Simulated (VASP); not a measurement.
A run of VASP 6.6.1 is set up as follows.

INCAR

```
SYSTEM = NaCl
PREC = Accurate
ENCUT = 520
EDIFF = 1E-7
ISMEAR = -1
SIGMA = 0.02
LREAL = .False.
LASPH = .True.
NELM = 60
ALGO = Normal
ISIF = 2
LWAVE = .False.
LCHARG = .False.
GGA = CA
NBANDS = 22
```

KPOINTS

```
regular mesh
0
Gamma
  6 6 4
  0 0 0
```

The input POSCAR:

```
NaCl
1.0
    4.6112583347      0.0000000000      0.0000000000
   -2.3056291673      3.9934668613      0.0000000000
    0.0000000000      0.0000000000      5.4251167177
Na Cl
2 2
Direct
    0.3333333333      0.6666666667     -0.0625000539
    0.6666666667      0.3333333333      0.4374999461
    0.3333333333      0.6666666667      0.4375000539
    0.6666666667      0.3333333333      0.9375000539
```

Potentials or basis: VASP PAW LDA potentials, release 64 (Na_pv, Cl).

Launch:

```sh
$ cat potpaw_LDA.64/Na_pv/POTCAR potpaw_LDA.64/Cl/POTCAR > POTCAR
$ mpirun -np 1 vasp_std > vasp.out
```

(1) What does it give for the band gap on the k mesh?

(2) Estimate the pressure.

Answers

(1) 4.59 eV, direct.

(2) 0.0 GPa.
